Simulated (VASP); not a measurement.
# Ta (Im-3m) in VASP: notebook

The runs below take Ta through single point, with PBEsol.

All numbers are computed with VASP 6.6.1; they aren't measurements. Logs are shortened: lines on timing, memory, paths and dates and some standing lists are left out, and cuts for length are marked.

## Step 1: The cell of the first run

It takes space group Im-3m (No. 229, cubic). Conventional cell: a = 3.213 Å, b = 3.213 Å, c = 3.213 Å, α = 90.00°, β = 90.00°, γ = 90.00°. Ta (site symmetry m-3m) has 14 Ta at 2.78 to 3.21 Å within 3.7 Å.

## Step 2: Single point, PBEsol

INCAR

```
PREC = Accurate
ENCUT = 520
EDIFF = 1E-6
ISMEAR = -1
SIGMA = 0.1
LREAL = False
LASPH = True
NELM = 80
ALGO = Normal
ISIF = 2
LWAVE = False
LCHARG = True
GGA = PS
LELF = True
LVHAR = True
NBANDS = 12
```

KPOINTS

```
regular mesh
0
Gamma
  24 24 24
```

POSCAR

```
Ta
1.0
   -1.6063762942      1.6063762942      1.6063762942
    1.6063762942     -1.6063762942      1.6063762942
    1.6063762942      1.6063762942     -1.6063762942
Ta
1
Direct
    0.0000000000      0.0000000000      0.0000000000
```

Potentials or basis: VASP PAW PBE potentials, release 64 (Ta_pv).

On the command line:

```sh
$ cat potpaw_PBE.64/Ta_pv/POTCAR > POTCAR
$ mpirun -np 1 vasp_std > vasp.out
```

OUTCAR:

```text
PREC = Accurate
   ENCUT = 520
   EDIFF = 1E-6
   ISMEAR = -1
   LREAL = False
   LASPH = True
   NELM = 80
   ISIF = 2
   GGA = PS

 ion  position               nearest neighbor table
   1  0.000  0.000  0.000-

  LATTYP: Found a body centered cubic cell.
 ALAT       =     3.2127525884

  Lattice vectors:

 A1 = (  -1.6063762942,   1.6063762942,   1.6063762942)
 A2 = (   1.6063762942,  -1.6063762942,   1.6063762942)
 A3 = (   1.6063762942,   1.6063762942,  -1.6063762942)

Analysis of symmetry for initial positions (statically):
=====================================================================
 Subroutine PRICEL returns:
 Original cell was already a primitive cell.

 Routine SETGRP: Setting up the symmetry group for a
 body centered cubic supercell.

 Subroutine GETGRP returns: Found 48 space group operations
 (whereof 48 operations were pure point group operations)
 out of a pool of 48 trial point group operations.

The static configuration has the point symmetry O_h .

Analysis of symmetry for dynamics (positions and initial velocities):
=====================================================================
 Subroutine PRICEL returns:
 Original cell was already a primitive cell.

 Routine SETGRP: Setting up the symmetry group for a
 body centered cubic supercell.

 Subroutine GETGRP returns: Found 48 space group operations
 (whereof 48 operations were pure point group operations)
 out of a pool of 48 trial point group operations.

The dynamic configuration has the point symmetry O_h .

 Subroutine INISYM returns: Found 48 space group operations
 (whereof 48 operations are pure point group operations),
 and found     1 'primitive' translations

----------------------------------------------------------------------------------------

                                     Primitive cell

  volume of cell :      16.5807

  direct lattice vectors                    reciprocal lattice vectors
    -1.606376294  1.606376294  1.606376294     0.000000000  0.311259573  0.311259573
     1.606376294 -1.606376294  1.606376294     0.311259573  0.000000000  0.311259573
     1.606376294  1.606376294 -1.606376294     0.311259573  0.311259573  0.000000000

  length of vectors
     2.782325358  2.782325358  2.782325358     0.440187510  0.440187510  0.440187510

  position of ions in fractional coordinates (direct lattice)
     0.000000000  0.000000000  0.000000000

  ion indices of the primitive-cell ions
   primitive index   ion index
                 1           1

----------------------------------------------------------------------------------------

 KPOINTS: regular mesh

Automatic generation of k-mesh.
 Grid dimensions read from file:
 generate k-points for:   24   24   24

 Generating k-lattice:

  Cartesian coordinates                     Fractional coordinates (reciprocal lattice)
     0.000000000  0.012969149  0.012969149     0.041666667  0.000000000  0.000000000
     0.012969149  0.000000000  0.012969149     0.000000000  0.041666667  0.000000000
     0.012969149  0.012969149  0.000000000     0.000000000  0.000000000  0.041666667

  Length of vectors
     0.018341146  0.018341146  0.018341146

  Shift w.r.t. Gamma in fractional coordinates (k-lattice)
     0.000000000  0.000000000  0.000000000

 Subroutine IBZKPT returns following result:
 ===========================================

 Found    413 irreducible k-points:

 Following reciprocal coordinates:
            Coordinates               Weight
  0.000000  0.000000  0.000000      1.000000
  0.041667  0.000000  0.000000     12.000000
  0.083333  0.000000  0.000000     12.000000
  0.125000  0.000000  0.000000     12.000000
  0.166667  0.000000  0.000000     12.000000
  0.208333  0.000000  0.000000     12.000000
[... 16 lines left out ...]
  0.416667  0.041667  0.000000     48.000000
  0.458333  0.041667  0.000000     48.000000
 [... further k-points ...]
   k-points           NKPTS =    413   k-points in BZ     NKDIM =    413   number of bands    NBANDS=     12
   number of dos      NEDOS =    301   number of ions     NIONS =      1
   total plane-waves  NPLWV =  13824
   dimension x,y,z NGX =    24 NGY =   24 NGZ =   24
   dimension x,y,z NGXF=    48 NGYF=   48 NGZF=   48
   ions per type =               1
   NGX,Y,Z   is equivalent  to a cutoff of  14.34, 14.34, 14.34 a.u.
   NGXF,Y,Z  is equivalent  to a cutoff of  28.68, 28.68, 28.68 a.u.
 SYSTEM =  unknown system
   PREC   = accura    normal or accurate (medium, high low for compatibility)
   ISTART =      0    job   : 0-new  1-cont  2-samecut
   ICHARG =      2    charge: 1-file 2-atom 10-const
   ISPIN  =      1    spin polarized calculation?
   LNONCOLLINEAR =      F non collinear calculations
   LSORBIT =      F    spin-orbit coupling
   LASPH  =      T    aspherical Exc in radial PAW
   ENCUT  =  520.0 eV  38.22 Ry    6.18 a.u.   5.17  5.17  5.17*2*pi/ulx,y,z
   NELM   =     80;   NELMIN=  2; NELMDL= -5     # of ELM steps
   EDIFF  = 0.1E-05   stopping-criterion for ELM
   LREAL  =      F    real-space projection
[... 7 lines left out ...]
   TEBEG  =    0.0;   TEEND  =   0.0 temperature during run
   PSTRESS=    0.0 pullay stress
   NELECT =      11.0000    total number of electrons
   NUPDOWN=      -1.0000    fix difference up-down
   EMIN   =  10.00;   EMAX   =-10.00  energy-range for DOS
   EFERMI =   0.00;   METHOD = LEGACY
   ISMEAR =    -1;   SIGMA  =   0.10  broadening in eV -4-tet -1-fermi 0-gaus
   EFERMI_NEDOS =   21; number of points for ismear=-14 and -15
   IALGO  =     38    algorithm
   IMIX   =      4    mixing-type and parameters
     AMIX     =   0.40;   BMIX     =  1.00
     AMIX_MAG =   1.60;   BMIX_MAG =  1.00
  volume/ion in A,a.u.               =      16.58       111.89
  Fermi-wavevector in a.u.,A,eV,Ry     =   1.427814  2.698178 27.737573  2.038654
  Thomas-Fermi vector in A             =   2.547943
   LORBIT       =      0    0 simple, 1 ext, 2 COOP (PROOUT), +10 PAW based schemes
   GGA     = PS    functional components
   LHFCALC =     F    Hartree Fock is set to
   AEXX    =    0.0000 exact exchange contribution
   IVDW    =     0    specifies the selected vdW correction
   LEPSILON=     F    determine dielectric tensor
   LRPA    =     F    only Hartree local field effects (RPA)
 non-spin polarized calculation
  energy-cutoff  :      520.00
  volume of cell :       16.58
 maximum number of plane-waves:       468
 NGX is ok and might be reduce to    24
   NGX = 11   NGY = 11   NGZ = 11

 number of electron      10.9999999 magnetization

 Free energy of the ion-electron system (eV)
  ---------------------------------------------------
  ext. energy  EPLUGINS =         0.00000000
  ---------------------------------------------------
  free energy    TOTEN  =       -12.52144260 eV

  energy without entropy =      -12.48209082  energy(sigma->0) =      -12.50176671

 E-fermi :   6.0107     XC(G=0): -13.1579

 val. band max:        5.9957137685   @ k =  -0.3333   0.3333   0.1667
 cond. band min:       6.0128560460   @ k =  -0.1667   0.1667   0.0417
 fundamental gap:      0.0171422775
 Fermi energy:         6.0106626769

 k-point     1 :       0.0000    0.0000    0.0000
  band No.  band energies     occupation
      1     -26.6802      2.00000
      2     -26.6802      2.00000
      3     -26.6802      2.00000
      4      -2.2319      2.00000
      5       6.7196      0.00167
      6       6.7196      0.00167
      7       6.7196      0.00167
      8      10.2931      0.00000
      9      10.2931      0.00000
     10      21.4411      0.00000
     11      21.4411      0.00000
     12      21.4411      0.00000

 k-point     2 :       0.0417    0.0000    0.0000
  band No.  band energies     occupation
      1     -26.7095      2.00000
      2     -26.6889      2.00000
      3     -26.6804      2.00000
      4      -2.1446      2.00000
      5       6.6614      0.00298
      6       6.7045      0.00194
      7       6.8048      0.00071
      8      10.1914      0.00000
      9      10.2922      0.00000
     10      20.9587      0.00000
     11      21.5235      0.00000
     12      21.5917      0.00000

 k-point     3 :       0.0833    0.0000    0.0000
  band No.  band energies     occupation
      1     -26.7947      2.00000
      2     -26.7145      2.00000
      3     -26.6810      2.00000
      4      -1.8887      2.00000
      5       6.4957      0.01553
      6       6.6474      0.00343
      7       7.0590      0.00006
      8       9.9444      0.00000
      9      10.2928      0.00000
     10      20.9582      0.00000
     11      21.7524      0.00000
     12      22.0342      0.00000
[... 286 lines left out ...]
 k-point    23 :       0.4167    0.0417    0.0000
  band No.  band energies     occupation
      1     -28.1619      2.00000
      2     -27.1610      2.00000
      3     -26.7046      2.00000
      4       1.3106      2.00000
      5       4.2807      2.00000
      6       7.4347      0.00000
      7      10.2682      0.00000
      8      11.3181      0.00000
      9      14.1337      0.00000
     10      18.7900      0.00000
     11      19.4893      0.00000
     12      20.9971      0.00000

 k-point    24 :       0.4583    0.0417    0.0000
  band No.  band energies     occupation
      1     -28.2081      2.00000
      2     -27.1774      2.00000
      3     -26.7052      2.00000
      4       1.2973      2.00000
      5       4.2153      2.00000
      6       7.8487      0.00000
      7      10.2090      0.00000
      8      11.4246      0.00000
      9      14.6649      0.00000
     10      18.5295      0.00000
     11      19.0704      0.00000
     12      20.9908      0.00000

 [... further k-points ...]

------------------------ aborting loop because EDIFF is reached ----------------------------------------

  FORCE on cell =-STRESS in cart. coord.  units (eV):
  Direction    XX          YY          ZZ          XY          YZ          ZX
  --------------------------------------------------------------------------------------
  -------------------------------------------------------------------------------------
  Total        1.5879921      1.5879921      1.5879921      0.0000000     -0.0000000      0.0000000
  in kB      153.4465321    153.4465321    153.4465321      0.0000000     -0.0000000      0.0000000
  external PRESSURE =     153.4465321 kB  Pullay stress =       0.0000000 kB

 VOLUME and BASIS-vectors are now :
 -----------------------------------------------------------------------------
  energy-cutoff  :      520.00
  volume of cell :       16.58
      direct lattice vectors                 reciprocal lattice vectors
    -1.606376294  1.606376294  1.606376294     0.000000000  0.311259573  0.311259573
     1.606376294 -1.606376294  1.606376294     0.311259573  0.000000000  0.311259573
     1.606376294  1.606376294 -1.606376294     0.311259573  0.311259573  0.000000000

 POSITION                                       TOTAL-FORCE (eV/Angst)
 -----------------------------------------------------------------------------------
      0.00000      0.00000      0.00000        -0.000000     -0.000000     -0.000000
 -----------------------------------------------------------------------------------
    total drift:                                0.000000     -0.000000      0.000000

  FREE ENERGIE OF THE ION-ELECTRON SYSTEM (eV)
  ---------------------------------------------------
  free  energy   TOTEN  =       -12.5214426031 eV

  energy  without entropy=      -12.4820908211  energy(sigma->0) =      -12.50176671
```

Run time: 96 s. Hardware: 1 thread of AMD EPYC 7R43 (Zen 3), shared host; peak memory 0.17 GiB.

Results:

```yaml
Free_energy: -12.5214 eV
Pressure: 15.3 GPa
```

Levels at points of the mesh, in eV from the Fermi level:
```csv
k point,band 2,band 3,band 4,band 5,band 6,band 7,band 8,band 9,band 10,band 11
"(0.00, 0.00, 0.00)",-32.69,-32.69,-8.24,0.71,0.71,0.71,4.28,4.28,15.43,15.43
"(0.50, 0.00, 0.00)",-33.18,-32.70,-4.78,-1.82,2.03,4.23,5.35,8.65,12.35,13.10
"(0.50, 0.50, 0.50)",-33.75,-33.75,-4.34,-4.34,7.54,7.54,7.54,9.46,9.46,9.46
```

Caveat: the PAW data sets were made with another functional, which shifts forces and pressure a little; spin-orbit coupling is left out, which moves the levels of the heavy elements.

(Continued in part 2 of 2.)
